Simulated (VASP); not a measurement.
# SnS2 (P-3m1) in VASP: a series of runs

The runs below take SnS2 through relaxation of the atoms, with PBE.

All numbers are computed with VASP 6.6.1; they aren't measurements. Logs are shortened: lines on timing, memory, paths and dates and some standing lists are left out, and cuts for length are marked.

### 1 The cell of the first run

Symmetry: P-3m1, No. 164, trigonal system. Conventional cell: a = 3.605 Å, b = 3.605 Å, c = 5.296 Å, α = 90.00°, β = 90.00°, γ = 120.00°. Within 3.3 Å of Sn (site symmetry -3m) lie 6 S at 2.53 Å. Within 3.3 Å of S (site symmetry 3m) lie 3 Sn at 2.53 Å and 3 S at 3.19 Å.

### 2 Relaxation of the atoms, PBE (z stretched by -3 %)

INCAR reads:

```
SYSTEM = SnS2
PREC = Accurate
ENCUT = 450
EDIFF = 1E-7
ISMEAR = -1
SIGMA = 0.02
LREAL = .FALSE.
LASPH = .TRUE.
NELM = 120
ALGO = Normal
ISIF = 2
LWAVE = .FALSE.
LCHARG = .FALSE.
GGA = PE
IBRION = 2
NSW = 80
EDIFFG = -0.02
GGA_COMPAT = .FALSE.
NELMIN = 4
```

KPOINTS reads:

```
Automatic mesh
0
G
  14 14 8
  0 0 0
```

POSCAR reads:

```
SnS2
1.0
    3.6050000000      0.0000000000      0.0000000000
   -1.8025000000      3.1220215806      0.0000000000
    0.0000000000      0.0000000000      5.2962000000
Sn S
1 2
Direct
    0.0000000000      0.0000000000      0.0000000000
    0.6666666667      0.3333333333      0.7286993890
    0.3333333333      0.6666666667      0.2713006110
```

Potentials or basis: VASP PAW PBE potentials, release 64 (Sn_d, S).

On the command line:

```console
$ cat potpaw_PBE.64/Sn_d/POTCAR potpaw_PBE.64/S/POTCAR > POTCAR
$ mpirun -np 1 vasp_std > vasp.out
```

OUTCAR:

```text
SYSTEM = SnS2
   PREC = Accurate
   ENCUT = 450
   EDIFF = 1E-7
   ISMEAR = -1
   LREAL = .FALSE.
   LASPH = .TRUE.
   NELM = 120
   ISIF = 2
   GGA = PE
   IBRION = 2
   NSW = 80
   EDIFFG = -0.02
   NELMIN = 4

 ion  position               nearest neighbor table
   1  0.000  0.000  0.000-   2 2.53   3 2.53   3 2.53   2 2.53   2 2.53   3 2.53
   2  0.667  0.333  0.729-   1 2.53   1 2.53   1 2.53
   3  0.333  0.667  0.271-   1 2.53   1 2.53   1 2.53

  LATTYP: Found a hexagonal cell.
 ALAT       =     3.6050000000
 C/A-ratio  =     1.4691262136

  Lattice vectors:

 A1 = (   3.6050000000,   0.0000000000,   0.0000000000)
 A2 = (  -1.8025000000,   3.1220215806,   0.0000000000)
 A3 = (   0.0000000000,   0.0000000000,   5.2962000000)

Analysis of symmetry for initial positions (statically):
=====================================================================
 Subroutine PRICEL returns:
 Original cell was already a primitive cell.

 Routine SETGRP: Setting up the symmetry group for a
 hexagonal supercell.

 Subroutine GETGRP returns: Found 12 space group operations
 (whereof 12 operations were pure point group operations)
 out of a pool of 24 trial point group operations.

The static configuration has the point symmetry D_3d.

Analysis of symmetry for dynamics (positions and initial velocities):
=====================================================================
 Subroutine PRICEL returns:
 Original cell was already a primitive cell.

 Routine SETGRP: Setting up the symmetry group for a
 hexagonal supercell.

 Subroutine GETGRP returns: Found 12 space group operations
 (whereof 12 operations were pure point group operations)
 out of a pool of 24 trial point group operations.

The dynamic configuration has the point symmetry D_3d.

 Subroutine INISYM returns: Found 12 space group operations
 (whereof 12 operations are pure point group operations),
 and found     1 'primitive' translations

----------------------------------------------------------------------------------------

                                     Primitive cell

  volume of cell :      59.6081

  direct lattice vectors                    reciprocal lattice vectors
     3.605000000  0.000000000  0.000000000     0.277392510  0.160152641  0.000000000
    -1.802500000  3.122021581  0.000000000     0.000000000  0.320305281  0.000000000
     0.000000000  0.000000000  5.296200000     0.000000000  0.000000000  0.188814622

  length of vectors
     3.605000000  3.605000000  5.296200000     0.320305281  0.320305281  0.188814622

  position of ions in fractional coordinates (direct lattice)
     0.000000000  0.000000000  0.000000000
     0.666666667  0.333333333  0.728699389
     0.333333333  0.666666667  0.271300611

  ion indices of the primitive-cell ions
   primitive index   ion index
                 1           1
                 2           2
                 3           3

----------------------------------------------------------------------------------------

 KPOINTS: Automatic mesh

Automatic generation of k-mesh.
 Grid dimensions read from file:
 generate k-points for:   14   14    8

 Generating k-lattice:

  Cartesian coordinates                     Fractional coordinates (reciprocal lattice)
     0.019813751  0.011439474  0.000000000     0.071428571 -0.000000000  0.000000000
     0.000000000  0.022878949  0.000000000     0.000000000  0.071428571  0.000000000
     0.000000000  0.000000000  0.023601828     0.000000000  0.000000000  0.125000000

  Length of vectors
     0.022878949  0.022878949  0.023601828

  Shift w.r.t. Gamma in fractional coordinates (k-lattice)
     0.000000000  0.000000000  0.000000000

 Subroutine IBZKPT returns following result:
 ===========================================

 Found    168 irreducible k-points:

 Following reciprocal coordinates:
            Coordinates               Weight
  0.000000  0.000000  0.000000      1.000000
  0.071429  0.000000  0.000000      6.000000
  0.142857  0.000000  0.000000      6.000000
  0.214286  0.000000  0.000000      6.000000
[... 39 lines left out ...]
  energy-cutoff  :      450.00
  volume of cell :       59.61
      direct lattice vectors                 reciprocal lattice vectors
     3.605000000  0.000000000  0.000000000     0.277392510  0.160152641  0.000000000
    -1.802500000  3.122021581  0.000000000     0.000000000  0.320305281  0.000000000
     0.000000000  0.000000000  5.296200000     0.000000000  0.000000000  0.188814622
[... 38 lines left out ...]
 POSITION                                       TOTAL-FORCE (eV/Angst)
 -----------------------------------------------------------------------------------
      3.60500      0.00000      0.00000         0.000000      0.000000      0.000000
      1.80250      1.04067      3.83854        -0.000000     -0.000000     -0.154054
     -0.00000      2.08135      1.45766        -0.000000      0.000000      0.154054
 -----------------------------------------------------------------------------------
    total drift:                                0.000000     -0.000000     -0.000000

  FREE ENERGIE OF THE ION-ELECTRON SYSTEM (eV)
  ---------------------------------------------------
  free  energy   TOTEN  =       -12.8802118670 eV

  energy  without entropy=      -12.8802118670  energy(sigma->0) =      -12.88021187

--------------------------------------- Ionic step        3  -------------------------------------------

 number of electron      26.0000000 magnetization

 Free energy of the ion-electron system (eV)
  ---------------------------------------------------
  ext. energy  EPLUGINS =         0.00000000
  ---------------------------------------------------
  free energy    TOTEN  =       -12.88200755 eV

  energy without entropy =      -12.88200755  energy(sigma->0) =      -12.88200755

 E-fermi :   7.3826     XC(G=0): -10.3730

 val. band max:        6.9366446832   @ k =   0.0714   0.0000   0.0000
 cond. band min:       7.7613234718   @ k =   0.0000   0.4286   0.3750
 fundamental gap:      0.8246787886
 Fermi energy:         7.3825655982

 k-point     1 :       0.0000    0.0000    0.0000
  band No.  band energies     occupation
      1     -14.6354      2.00000
      2     -14.6354      2.00000
      3     -14.5881      2.00000
      4     -14.5553      2.00000
      5     -14.5553      2.00000
      6      -7.9688      2.00000
[... 9 lines left out ...]
     16      11.9987      0.00000
     17      11.9987      0.00000
[... 441 lines left out ...]
 k-point    24 :       0.3571    0.2857    0.0000
  band No.  band energies     occupation
      1     -14.6749      2.00000
      2     -14.6501      2.00000
      3     -14.5636      2.00000
      4     -14.5473      2.00000
      5     -14.5280      2.00000
      6      -5.3618      2.00000
[... 9 lines left out ...]
     16      13.6075      0.00000
     17      13.8957      0.00000

 [... further k-points ...]

------------------------ aborting loop because EDIFF is reached ----------------------------------------

  FORCE on cell =-STRESS in cart. coord.  units (eV):
  Direction    XX          YY          ZZ          XY          YZ          ZX
  --------------------------------------------------------------------------------------
  -------------------------------------------------------------------------------------
  Total        3.3850376      3.3850376      3.5184740      0.0000000      0.0000000     -0.0000000
  in kB       90.9847337     90.9847337     94.5713039      0.0000000      0.0000000     -0.0000000
  external PRESSURE =      92.1802571 kB  Pullay stress =       0.0000000 kB

 VOLUME and BASIS-vectors are now :
 -----------------------------------------------------------------------------
  energy-cutoff  :      450.00
  volume of cell :       59.61
      direct lattice vectors                 reciprocal lattice vectors
     3.605000000  0.000000000  0.000000000     0.277392510  0.160152641  0.000000000
    -1.802500000  3.122021581  0.000000000     0.000000000  0.320305281  0.000000000
     0.000000000  0.000000000  5.296200000     0.000000000  0.000000000  0.188814622

 POSITION                                       TOTAL-FORCE (eV/Angst)
 -----------------------------------------------------------------------------------
      0.00000      0.00000      0.00000         0.000000      0.000000      0.000000
      1.80250      1.04067      3.82644        -0.000000      0.000000      0.003873
     -0.00000      2.08135      1.46976         0.000000     -0.000000     -0.003873
 -----------------------------------------------------------------------------------
    total drift:                               -0.000000      0.000000      0.000000

  FREE ENERGIE OF THE ION-ELECTRON SYSTEM (eV)
  ---------------------------------------------------
  free  energy   TOTEN  =       -12.8820075534 eV

  energy  without entropy=      -12.8820075534  energy(sigma->0) =      -12.88200755

 reached required accuracy - stopping structural energy minimisation
```

It took 7.6 min on 1 thread of Oxide Virtual Turin-like, shared host; peak memory 0.23 GiB.

What came out:

* Free energy: -12.8820 eV
* Energy gained by relaxing: 4.6 meV/atom
* Ionic steps: 3
* Pressure after relaxing: 9.2 GPa
* Largest force after relaxing: 0.004 eV/Å
* Band gap on the k mesh: 0.82 eV (least direct gap 1.52 eV)

Forces in eV/Å, atoms in the order of the input:
```
Sn   0.000  0.000  0.000
S    0.000  0.000  0.004
S    0.000  0.000 -0.004
```

Stress tensor (GPa, compression positive):
```
9.10 0.00 0.00
0.00 9.10 0.00
0.00 0.00 9.46
```

Step by step:
| step | energy change (eV) | largest force (eV/Å) | pressure (GPa) |
| --- | --- | --- | --- |
| 1 | 0.0000 | 0.4312 | 10.84 |
| 2 | -0.0121 | 0.1541 | 9.80 |
| 3 | -0.0139 | 0.0039 | 9.22 |

Final structure:
```cif
data_structure
_symmetry_space_group_name_H-M 'P 1'
_symmetry_Int_Tables_number 1
_cell_length_a 3.6050
_cell_length_b 3.6050
_cell_length_c 5.2962
_cell_angle_alpha 90.000
_cell_angle_beta 90.000
_cell_angle_gamma 120.000
_cell_volume 59.61
loop_
_atom_site_label
_atom_site_type_symbol
_atom_site_fract_x
_atom_site_fract_y
_atom_site_fract_z
_atom_site_occupancy
Sn1 Sn 0.00000 0.00000 0.00000 1
S1 S 0.66667 0.33333 0.72249 1
S2 S 0.33333 0.66667 0.27751 1
```

Levels at points of the mesh, in eV from the valence-band top:
```
           k point  band 9  band 10  band 11  band 12  band 13  band 14  band 15  band 16  band 17
(0.00, 0.00, 0.00)   -1.25    -1.25    -1.23    -1.23    -0.03     1.49     3.01     5.06     5.06
(0.50, 0.00, 0.00)   -4.89    -4.04    -3.48    -2.32    -0.70     1.57     3.88     4.79     5.07
(0.00, 0.00, 0.50)   -3.08    -1.54    -1.54    -0.77    -0.77     3.12     3.21     4.37     4.37
(0.50, 0.00, 0.50)   -6.07    -2.96    -2.18    -1.73    -1.57     1.28     4.03     4.85     6.11
```

Caveat: the cell differs from its parent crystal (z stretched by -3 %); spin-orbit coupling is left out, which moves the levels of the heavy elements.

### 3 Relaxation of the atoms, PBE (19.25 Å³/atom)

This run uses another cell than the first one, of 19.25 Å³/atom.

INCAR reads:

```
SYSTEM = SnS2
ALGO = Normal
EDIFF = 1E-7
EDIFFG = -0.02
ENCUT = 450
GGA = PE
GGA_COMPAT = .False.
IBRION = 2
ISIF = 2
ISMEAR = -1
LASPH = .True.
LCHARG = .False.
LREAL = .False.
LWAVE = .False.
NELM = 120
NELMIN = 4
NSW = 80
PREC = Accurate
SIGMA = 0.02
```

KPOINTS reads:

```
k-points
0
Gamma
  14 14 8
  0 0 0
```

POSCAR reads:

```
SnS2
1.0
    3.5314079219      0.0000000000      0.0000000000
   -1.7657039610      3.0582889715      0.0000000000
    0.0000000000      0.0000000000      5.3485401536
Sn S
1 2
Direct
    0.0000000000      0.0000000000      0.0000000000
    0.6666666667      0.3333333333      0.7286993890
    0.3333333333      0.6666666667      0.2713006110
```

Potentials or basis: VASP PAW PBE potentials, release 64 (Sn_d, S).

On the command line:

```console
$ cat potpaw_PBE.64/Sn_d/POTCAR potpaw_PBE.64/S/POTCAR > POTCAR
$ mpirun -np 1 vasp_std > vasp.out
```

Wall time 6.9 min (1 thread of Oxide Virtual Turin-like, shared host); peak memory 0.22 GiB.

Results (log left out):

* Free energy: -12.7477 eV
* Energy gained by relaxing: 8.5 meV/atom
* Ionic steps: 3
* Pressure after relaxing: 12.7 GPa
* Band gap on the k mesh: 0.90 eV (least direct gap 1.98 eV)

Forces in eV/Å, atoms in the order of the input:
```
Sn   0.000  0.000  0.000
S    0.000  0.000  0.003
S    0.000  0.000 -0.003
```

Stress tensor (GPa, compression positive):
```
13.58  0.00  0.00
 0.00 13.58  0.00
 0.00  0.00 10.94
```

The path:
| step | energy change (eV) | largest force (eV/Å) | pressure (GPa) |
| --- | --- | --- | --- |
| 1 | 0.0000 | 0.6103 | 15.09 |
| 2 | -0.0232 | 0.1821 | 13.41 |
| 3 | -0.0255 | 0.0028 | 12.70 |

Final structure:
```
CELL_PARAMETERS angstrom
3.53141 0.00000 0.00000
-1.76570 3.05829 0.00000
0.00000 0.00000 5.34854
ATOMIC_POSITIONS crystal
Sn 0.00000 0.00000 0.00000
S 0.66667 0.33333 0.72074
S 0.33333 0.66667 0.27926
```

Levels at points of the mesh, in eV from the valence-band top:
```tsv
k point	band 9	band 10	band 11	band 12	band 13	band 14	band 15	band 16	band 17
(0.00, 0.00, 0.00)	-1.03	-1.03	-1.00	-1.00	-0.06	1.92	3.32	5.37	5.37
(0.50, 0.00, 0.00)	-5.04	-4.17	-3.33	-2.40	-0.59	1.78	4.00	4.77	5.18
(0.00, 0.00, 0.50)	-3.29	-1.33	-1.33	-0.54	-0.54	3.55	3.59	4.70	4.70
(0.50, 0.00, 0.50)	-6.19	-2.81	-2.24	-1.61	-1.53	1.32	3.92	4.82	5.98
```

Caveat: spin-orbit coupling is left out, which moves the levels of the heavy elements.

### 4 Relaxation of the atoms, PBE (20.07 Å³/atom)

This run uses another cell than the first one, of 20.07 Å³/atom.

INCAR is that of step 3.

KPOINTS is that of step 3.

POSCAR reads:

```
SnS2
1.0
    3.5808046401      0.0000000000      0.0000000000
   -1.7904023200      3.1010677843      0.0000000000
    0.0000000000      0.0000000000      5.4233546006
Sn S
1 2
Direct
    0.0000000000      0.0000000000      0.0000000000
    0.6666666667      0.3333333333      0.7286993890
    0.3333333333      0.6666666667      0.2713006110
```

On the command line:

```console
$ cat potpaw_PBE.64/Sn_d/POTCAR potpaw_PBE.64/S/POTCAR > POTCAR
$ mpirun -np 1 vasp_std > vasp.out
```

Wall time 5.9 min (1 thread of Oxide Virtual Turin-like, shared host); peak memory 0.24 GiB.

It converged, with:

```
Free energy               : -12.9136 eV
Energy gained by relaxing : 0.8 meV/atom
Ionic steps               : 3
Pressure after relaxing   : 8.9 GPa
Band gap on the k mesh    : 0.96 eV (least direct gap 1.79 eV)
```

Forces on the atoms (eV/Å):
```
Sn   0.000  0.000  0.000
S    0.000  0.000  0.002
S    0.000  0.000 -0.002
```

Stress tensor (GPa, compression positive):
```
9.38 0.00 0.00
0.00 9.38 0.00
0.00 0.00 8.06
```

The path:
```csv
step,energy change (eV),largest force (eV/Å),pressure (GPa)
1,0.0000,0.1799,9.63
2,-0.0021,0.0655,9.20
3,-0.0024,0.0025,8.94
```

Final structure:
```xyz
3
Lattice="3.5808 0.0000 0.0000 -1.7904 3.1011 0.0000 0.0000 0.0000 5.4234" Properties=species:S:1:pos:R:3 pbc="T T T"
Sn    0.0000    0.0000    0.0000
S     1.7904    1.0337    3.9381
S     0.0000    2.0674    1.4853
```

Levels at points of the mesh, in eV from the valence-band top:
| k point | band 10 | band 11 | band 12 | band 13 | band 14 | band 15 | band 16 | band 17 |
| --- | --- | --- | --- | --- | --- | --- | --- | --- |
| (0.00, 0.00, 0.00) | -1.01 | -0.93 | -0.93 | -0.03 | 1.76 | 3.30 | 5.28 | 5.28 |
| (0.50, 0.00, 0.00) | -3.83 | -3.19 | -2.09 | -0.57 | 1.68 | 4.05 | 5.02 | 5.32 |
| (0.00, 0.00, 0.50) | -1.26 | -1.26 | -0.55 | -0.55 | 3.33 | 3.48 | 4.70 | 4.70 |
| (0.50, 0.00, 0.50) | -2.76 | -2.13 | -1.43 | -1.38 | 1.31 | 4.12 | 4.95 | 6.10 |

Caveat: spin-orbit coupling is left out, which moves the levels of the heavy elements. A k mesh can miss the band edges.

### 5 Relaxation of the atoms, PBE (21.30 Å³/atom)

This run uses another cell than the first one, of 21.30 Å³/atom.

INCAR reads:

```
SYSTEM = SnS2
PREC = Accurate
ENCUT = 450
EDIFF = 1E-7
ISMEAR = -1
SIGMA = 0.02
LREAL = .FALSE.
LASPH = .TRUE.
NELM = 120
ALGO = Normal
ISIF = 2
LWAVE = .FALSE.
LCHARG = .FALSE.
GGA = PE
IBRION = 2
NSW = 80
EDIFFG = -0.02
GGA_COMPAT = .FALSE.
NELMIN = 4
KPAR = 4
```

KPOINTS reads:

```
regular mesh
0
G
  14 14 8
  0 0 0
```

POSCAR reads:

```
SnS2
1.0
    3.6524396508      0.0000000000      0.0000000000
   -1.8262198254      3.1631055233      0.0000000000
    0.0000000000      0.0000000000      5.5318503449
Sn S
1 2
Direct
    0.0000000000      0.0000000000      0.0000000000
    0.6666666667      0.3333333333      0.7286993890
    0.3333333333      0.6666666667      0.2713006110
```

On the command line:

```console
$ cat potpaw_PBE.64/Sn_d/POTCAR potpaw_PBE.64/S/POTCAR > POTCAR
$ mpirun -np 4 vasp_std > vasp.out
```

Wall time 2.3 min (4 MPI ranks of Oxide Virtual Turin-like, shared host); peak memory 0.25 GiB.

It converged, with:

```yaml
Free_energy: -13.0681 eV
Energy_gained_by_relaxing: 3.5 meV/atom
Ionic_steps: 3
Pressure_after_relaxing: 4.6 GPa
Largest_force_after_relaxing: 0.004 eV/Å
Band_gap_on_the_k_mesh: 1.01 eV (least direct gap 1.52 eV)
```

Forces in eV/Å, atoms in the order of the input:
```
Sn   0.000  0.000  0.000
S    0.000  0.000  0.004
S    0.000  0.000 -0.004
```

Stress tensor (GPa, compression positive):
```
4.40 0.00 0.00
0.00 4.40 0.00
0.00 0.00 5.01
```

The path:
```
step  energy change (eV)  largest force (eV/Å)  pressure (GPa)
   1              0.0000                0.3428            3.35
   2             -0.0083                0.1551            4.04
   3             -0.0104                0.0044            4.60
```

Final structure:
```yaml
crystal:
  lattice:
    - [3.65244, 0.00000, 0.00000]
    - [-1.82622, 3.16311, 0.00000]
    - [0.00000, 0.00000, 5.53185]
  atoms:
    - { symbol: Sn, position: [0.00000, 0.00000, 0.00000] }
    - { symbol: S, position: [0.66667, 0.33333, 0.73403] }
    - { symbol: S, position: [0.33333, 0.66667, 0.26597] }
```

Levels at points of the mesh, in eV from the valence-band top:
| k point | band 11 | band 12 | band 13 | band 14 | band 15 | band 16 |
| --- | --- | --- | --- | --- | --- | --- |
| (0.00, 0.00, 0.00) | -0.87 | -0.87 | -0.01 | 1.51 | 3.22 | 5.13 |
| (0.50, 0.00, 0.00) | -3.04 | -1.71 | -0.56 | 1.54 | 4.08 | 5.33 |
| (0.00, 0.00, 0.50) | -1.20 | -0.59 | -0.59 | 2.94 | 3.34 | 4.65 |
| (0.50, 0.00, 0.50) | -2.00 | -1.24 | -1.20 | 1.27 | 4.30 | 5.13 |

Caveat: spin-orbit coupling is left out, which moves the levels of the heavy elements.

### 6 Overview

| cell | gap on the mesh (eV) | pressure (GPa) |
| --- | --- | --- |
| atoms relaxed from a = 3.605, b = 3.605, c = 5.296 Å, angles 90.0, 90.0, 120.0°, 3 atoms | 0.82 | 9.2 |
| atoms relaxed from a = 3.531, b = 3.531, c = 5.349 Å, angles 90.0, 90.0, 120.0°, 3 atoms | 0.90 | 12.7 |
| atoms relaxed from a = 3.581, b = 3.581, c = 5.423 Å, angles 90.0, 90.0, 120.0°, 3 atoms | 0.96 | 8.9 |
| atoms relaxed from a = 3.652, b = 3.652, c = 5.532 Å, angles 90.0, 90.0, 120.0°, 3 atoms | 1.01 | 4.6 |

Alike in all rows: task relaxation of the atoms; level PBE; potentials or basis VASP PAW PBE potentials, release 64 (Sn_d, S); no spin polarisation; k mesh 14 × 14 × 8; cutoff (eV) 450; smearing fermi-dirac 0.02 eV.

Caveats: spin-orbit coupling is left out, which moves the levels of the heavy elements.

Total energies depend on the potentials used, so only differences within one code and one set of settings carry meaning.
